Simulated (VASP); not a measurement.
Runs of VASP 6.6.1 on Al. The structure is that of space group Fd-3m (No. 227), or close to it. The cells are those of the table. 

```tsv
task	cell	k mesh	cutoff (eV)	gap on the mesh (eV)	pressure (GPa)
single point	a = 4.295 Å, angles 60.0°, 2 atoms	10 × 10 × 10	520	none	-1.4
single point	a = 4.239 Å, angles 60.0°, 2 atoms	15 × 15 × 15	520	none	0.1
relaxation of cell and atoms	relaxed from a = 3.987 Å, angles 60.0°, 2 atoms	10 × 10 × 10	600	none	0.1
single point	a = 4.239 Å, angles 60.0°, 2 atoms	10 × 10 × 10	520	none	0.1
single point	a = 4.123 Å, angles 60.0°, 2 atoms	10 × 10 × 10	520	none	4.0
single point	a = 4.182 Å, angles 60.0°, 2 atoms	10 × 10 × 10	520	none	(a)
single point	a = 4.402 Å, angles 60.0°, 2 atoms	10 × 10 × 10	520	none	-3.5
single point	a = 4.062 Å, angles 60.0°, 2 atoms	10 × 10 × 10	520	none	6.7
single point	a = 4.349 Å, angles 60.0°, 2 atoms	10 × 10 × 10	520	none	(b)
```

Alike in all rows: level PBEsol; potentials or basis VASP PAW PBE potentials, release 64 (Al); no spin polarisation; smearing fermi-dirac 0.1 eV.

Task: Estimate the missing entries.

Result: (a) 1.8; (b) -2.6.

Caveats: the PAW data sets were made with another functional, which shifts forces and pressure a little.

A gap of «none» marks levels without a gap at the run's occupations.
